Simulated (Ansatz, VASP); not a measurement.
# InP in VASP and in Ansatz

INCAR

```
ALGO = Normal
EDIFF = 1E-6
EDIFFG = -0.002
ENCUT = 600
GGA = CA
IBRION = 2
ISIF = 3
ISMEAR = -1
LASPH = True
LCHARG = False
LREAL = False
LWAVE = False
NELM = 100
NSW = 100
PREC = Accurate
SIGMA = 0.1
```

KPOINTS

```
k-points
0
Gamma
  12 12 12
```

File POSCAR:

```
InP
1.0
    0.0000000000      2.9305000000      2.9305000000
    2.9305000000      0.0000000000      2.9305000000
    2.9305000000      2.9305000000      0.0000000000
In P
1 1
Direct
    0.0000000000      0.0000000000      0.0000000000
    0.7500000000      0.7500000000      0.7500000000
```

Input for Ansatz:

```yaml
crystal:
  lattice:
    - [0.0, 2.9305, 2.9305]
    - [2.9305, 0.0, 2.9305]
    - [2.9305, 2.9305, 0.0]
  atoms:
    - { symbol: In, position: [0.0, 0.0, 0.0] }
    - { symbol: P, position: [0.75, 0.75, 0.75] }
kpoints:
  mp_grid: { grid: [12, 12, 12] }
scf:
  occupations: { method: fermi_dirac, width: 0.1 }
hamiltonian:
  xc: lda
  pseudopotentials: { kind: paw }
relax:
  f_tol: 0.002
  max_steps: 80
  cell: {}
output:
  forces: true
  stress: true
  write_density: true
  write_potential: true
  elf: true
  volumetric_format: npy
```

Alike in both runs: task relaxation of cell and atoms; functional LDA; k mesh 12 × 12 × 12; occupations fermi-dirac, width 0.1 eV; no spin polarisation.

|  | VASP | Ansatz |
| --- | --- | --- |
| version | VASP 6.6.1 | Ansatz 0.2.0 |
| potentials or method | VASP PAW LDA potentials, release 64 (In_d, P) | PAW with Ansatz's default frozen-core files, scalar-relativistic |
| plane-wave cutoff (eV) | 600 | 420 |
| valence electrons in the cell | 18 | 18 |

VASP gave:

```
relaxed volume (Å³/atom)                                     : 24.76
relaxed cell length with the largest relative difference (Å) : 4.122
```

Problem. What did Ansatz give for the same quantities?

Solution. Relaxed volume (Å³/atom): 24.74; relaxed cell length with the largest relative difference (Å): 4.121.

LDA's correlation is that of Perdew and Zunger in VASP and of Perdew and Wang (1992) in Ansatz.
